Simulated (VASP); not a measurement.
Ir:

```
CELL_PARAMETERS angstrom
2.75832 0.00000 0.00000
-1.37916 2.38878 0.00000
0.00000 0.00000 4.47230
ATOMIC_POSITIONS crystal
Ir 0.66667 0.33333 0.75000
Ir 0.33333 0.66667 0.25000
```

This isn't the form of Ir at room conditions, which is fcc.

Base run:

| Quantity | Value |
| --- | --- |
| Program | VASP 6.6.1 |
| Functional | LDA |
| Potentials or basis | VASP PAW LDA potentials, release 64 (Ir) |
| Cutoff | 520 eV |
| k mesh | 21 × 21 × 12 |
| Occupations | gaussian, width 0.15 eV |
| Spin | collinear spin |
| Starting moments | [0.6, 0.6] μB |
| Fixed moment | 1.2 μB |

Its results: pressure -15.4 GPa; site moments Ir +0.58 μB.

**Question.** The run is repeated on the same cell with these changes: fixed moment from 1.2 μB to 1.4 μB; moments at the start from [0.6, 0.6] to [0.7, 0.7]. What comes out?

**Answer.** Pressure -14.4 GPa; site moments Ir +0.68 μB.

Caveats: the cell stands under tension; the total moment is fixed, so each spin has its own Fermi level.
